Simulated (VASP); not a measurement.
Input of a VASP 6.6.1 run:

The input INCAR:

```
SYSTEM = Pd
PREC = Accurate
ENCUT = 520
EDIFF = 1E-6
ISMEAR = -1
SIGMA = 0.05
LREAL = .FALSE.
LASPH = .TRUE.
NELM = 150
ALGO = Normal
ISIF = 2
LWAVE = .FALSE.
LCHARG = .FALSE.
ISPIN = 2
MAGMOM = 0.5
LORBIT = 11
LMAXMIX = 4
GGA = RP
NBANDS = 15
```

The input KPOINTS:

```
Automatic mesh
0
G
  16 16 16
  0 0 0
```

Contents of POSCAR:

```
Pd
1.0
   -1.5410624707      1.5410624707      1.5410624707
    1.5410624707     -1.5410624707      1.5410624707
    1.5410624707      1.5410624707     -1.5410624707
Pd
1
Direct
    0.0000000000      0.0000000000      0.0000000000
```

Potentials or basis: VASP PAW PBE potentials, release 64 (Pd).

Launch:

```console
$ cat potpaw_PBE.64/Pd/POTCAR > POTCAR
$ mpirun -np 1 vasp_std > vasp.out
```

(1) Estimate the net moment.

(2) What does it give for the band gap on the k mesh?

(3) Predict the pressure.

## Answers

(1) 0.00 μB per cell.

(2) zero (filled and empty bands overlap).

(3) 14.8 GPa.

Caveat: the cell stands under pressure; the PAW data sets were made with another functional, which shifts forces and pressure a little.
